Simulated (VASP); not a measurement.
Input of a VASP 6.6.1 run:

The input INCAR:

```
PREC = Accurate
ENCUT = 520
EDIFF = 1E-7
ISMEAR = 0
SIGMA = 0.05
LREAL = F
LASPH = T
NELM = 60
ALGO = Normal
ISIF = 2
LWAVE = F
LCHARG = F
GGA = PE
NBANDS = 24
```

Contents of KPOINTS:

```
Automatic mesh
0
Gamma
  9 9 6
```

The input POSCAR:

```
CaO
1.0
    3.9919758245      0.0000000000      0.0000000000
   -1.9959879122      3.4571524753      0.0000000000
    0.0000000000      0.0000000000      4.8566126101
Ca O
2 2
Direct
    0.3333333333      0.6666666667      0.7500000000
    0.6666666667      0.3333333333      0.2500000000
    0.3333333333      0.6666666667      0.2500000000
    0.6666666667      0.3333333333      0.7500000000
```

Potentials or basis: VASP PAW PBE potentials, release 64 (Ca_sv, O).

The run is started by

```sh
$ cat potpaw_PBE.64/Ca_sv/POTCAR potpaw_PBE.64/O/POTCAR > POTCAR
$ mpirun -np 1 vasp_std > vasp.out
```

(1) Predict the band gap on the k mesh.

(2) Predict the pressure.

Answers

(1) 3.15 eV, direct.

(2) 0.1 GPa.

Caveat: the cell differs from its parent crystal (strain +0.000 along x and y, +0.015 along z).
